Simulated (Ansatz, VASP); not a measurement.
**NaCl: VASP beside Ansatz**

```
Na Cl
1.0
     0.00000    2.78896    2.78896
     2.78896    0.00000    2.78896
     2.78896    2.78896    0.00000
Na Cl
1 1
Direct
  0.00000 0.00000 0.00000
  0.50000 0.50000 0.50000
```

Alike in both runs: functional PBE; dispersion D3(BJ); k mesh 8 × 8 × 8; occupations gaussian, width 0.02 eV; no spin polarisation.

Ansatz relaxed the structure, and its values are those at the end. VASP's run is a single point on that final structure, the one shown.

```csv
,VASP,Ansatz
version,VASP 6.6.1,Ansatz 0.2.0
potentials or method,"VASP PAW PBE potentials, release 64 (Na_pv, Cl), cutoff 500 eV","scalar-relativistic, plane waves, PAW"
valence electrons in the cell,14,16
```

```tsv
	VASP	Ansatz	Ansatz less VASP
gap on the k mesh at the Fermi level (eV)	5.24	5.24	+0.001
least direct gap on the mesh (eV)	5.24	5.24	+0.001
pressure (GPa)	0.0	0.0	+0.05
```

VASP's potentials hold 14 valence electrons a cell and Ansatz's 16, so a difference there can come from the potentials and not from the codes.
